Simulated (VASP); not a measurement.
Crystal: MgS5.

```xyz
6
Lattice="4.9190 0.0000 0.0000 -2.4595 4.2600 0.0000 0.0000 0.0000 6.6773" Properties=species:S:1:pos:R:3 pbc="T T T"
Mg    0.0000    0.0000    3.3387
S     2.4595    1.4200    5.3151
S     0.0000    0.0000    0.0000
S     2.4595    1.4200    1.3622
S     0.0000    2.8400    1.3622
S     0.0000    2.8400    5.3151
```

The cell was generated, and may not be a known phase.

```yaml
Program: VASP 6.6.1
Task: relaxation of cell and atoms
Functional: PBE
Potentials_or_basis: VASP PAW PBE potentials, release 64 (Mg, S)
Cutoff: 600 eV
k_mesh: 6 × 6 × 4
Occupations: gaussian, width 0.1 eV
Spin: no spin polarisation
```

At the start: pressure -9.3 GPa; volume 23.32 Å³/atom.

**Question.** Where does the relaxation end?

**Answer.** Over 12 steps the energy falls by 360.2 meV/atom and the volume is 17.65 Å³/atom (-24.3 %); space group P6/mmm (No. 191, to 0.1 Å) before and after.

Step by step:
```csv
step,energy change (eV),largest force (eV/Å),pressure (GPa),volume (Å³)
1,0.0000,0.4362,-9.26,139.92
2,-1.2644,1.0519,-3.19,114.34
3,-1.3844,1.2349,0.74,106.97
4,-1.3858,1.2631,1.39,105.97
5,-1.7317,0.9899,2.53,103.17
6,-1.7195,0.0164,10.40,95.14
7,-1.9662,0.5184,5.11,99.54
8,-2.1259,0.1520,-1.78,109.01
9,-2.1320,0.1975,-0.81,107.33
10,-2.1479,0.1333,-0.47,106.63
11,-2.1603,0.0132,0.28,105.24
12,-2.1614,0.0012,-0.21,105.88
```

Final structure:
```yaml
crystal:
  lattice:
    - [4.30968, 0.00000, 0.00000]
    - [-2.15484, 3.73229, 0.00000]
    - [0.00000, 0.00000, 6.58281]
  atoms:
    - { symbol: Mg, position: [0.00000, 0.00000, 0.50000] }
    - { symbol: S, position: [0.66667, 0.33333, 0.74764] }
    - { symbol: S, position: [0.00000, 0.00000, 0.00000] }
    - { symbol: S, position: [0.66667, 0.33333, 0.25236] }
    - { symbol: S, position: [0.33333, 0.66667, 0.25236] }
    - { symbol: S, position: [0.33333, 0.66667, 0.74764] }
```

Caveat: the volume moved by over 15 % at a fixed basis, so the end points are rough.
